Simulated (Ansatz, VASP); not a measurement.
## Two plane-wave programs on ZnO

Contents of POSCAR:

```
ZnO
1.0
    5.5131257178      0.0000000000      0.0000000000
    0.0000000000      5.5131257178      0.0000000000
    0.0000000000      0.0000000000      3.2487918727
Zn O
4 4
Direct
    0.1817941392      0.1817941392      0.5000000000
    0.8182058608      0.8182058608      0.5000000000
    0.6817941392      0.3182058608      0.0000000000
    0.3182058608      0.6817941392      0.0000000000
    0.8174782387      0.1825217613      0.5000000000
    0.1825217613      0.8174782387      0.5000000000
    0.6825217613      0.6825217613      0.0000000000
    0.3174782387      0.3174782387      0.0000000000
```

The input INCAR.step1:

```
SYSTEM = ZnO
PREC = Accurate
ENCUT = 520
ISMEAR = 0
SIGMA = 0.01
LREAL = .False.
LASPH = .True.
NELM = 60
NBANDS = 46
GGA = PE
ALGO = Normal
EDIFF = 1E-4
LWAVE = .True.
LCHARG = .False.
```

Contents of INCAR.step2:

```
SYSTEM = ZnO
PREC = Accurate
ENCUT = 520
EDIFF = 1E-7
ISMEAR = 0
SIGMA = 0.01
LREAL = .False.
LASPH = .True.
NELM = 60
ALGO = Normal
ISIF = 2
LWAVE = .False.
LCHARG = .False.
METAGGA = R2SCAN
LMIXTAU = .True.
NBANDS = 46
ISTART = 1
```

The input KPOINTS:

```
regular mesh
0
Gamma
  6 6 8
  0 0 0
```

Input for Ansatz:

```yaml
crystal:
  lattice:
    - [5.5131257178, 0.0, 0.0]
    - [0.0, 5.5131257178, 0.0]
    - [0.0, 0.0, 3.2487918727]
  atoms:
    - { symbol: Zn, position: [0.1817941392, 0.1817941392, 0.5] }
    - { symbol: Zn, position: [0.8182058608, 0.8182058608, 0.5] }
    - { symbol: Zn, position: [0.6817941392, 0.3182058608, 0.0] }
    - { symbol: Zn, position: [0.3182058608, 0.6817941392, 0.0] }
    - { symbol: O, position: [0.8174782387, 0.1825217613, 0.5] }
    - { symbol: O, position: [0.1825217613, 0.8174782387, 0.5] }
    - { symbol: O, position: [0.6825217613, 0.6825217613, 0.0] }
    - { symbol: O, position: [0.3174782387, 0.3174782387, 0.0] }
kpoints:
  mp_grid: { grid: [6, 6, 8] }
  band_path:
    path:
      - [0.0, 0.0, 0.0]
      - [0.0, 0.5, 0.0]
      - [0.5, 0.5, 0.0]
      - [0.0, 0.0, 0.5]
      - [0.0, 0.5, 0.5]
      - [0.5, 0.5, 0.5]
    npoints: 1
hamiltonian:
  xc: r2scan
scf:
  occupations: { method: fixed }
  n_extra_bands: 6
output:
  forces: true
  stress: true
  eigenvalues: true
```

Alike in both runs: task single point; functional r2SCAN; k mesh 6 × 6 × 8; no spin polarisation.

|  | VASP | Ansatz |
| --- | --- | --- |
| version | VASP 6.6.1 | Ansatz 0.2.0 |
| potentials or method | VASP PAW PBE potentials, release 64 (Zn, O) | plane waves, PAW |
| plane-wave cutoff (eV) | 520 | 500 |
| occupations | gaussian, width 0.01 eV | fixed |
| valence electrons in the cell | 72 | 72 |

VASP gave:

| Property | Result |
| --- | --- |
| gap on the k mesh at the Fermi level (eV) | 1.20 |
| pressure (GPa) | 1.0 |
| traceless stress, the component that is largest in VASP (GPa) | 0.21 |
| rms of the force components (eV/Å) | 0.015 |

**Question.** Estimate Ansatz's values.

**Answer.** gap on the k mesh at the Fermi level (eV): 1.21; pressure (GPa): 0.0; traceless stress, the component that is largest in VASP (GPa): 0.00; rms of the force components (eV/Å): 0.001.

VASP's potentials were made for PBE, not for r2SCAN. Atom by atom the forces differ by 0.014 eV/Å (rms over components).
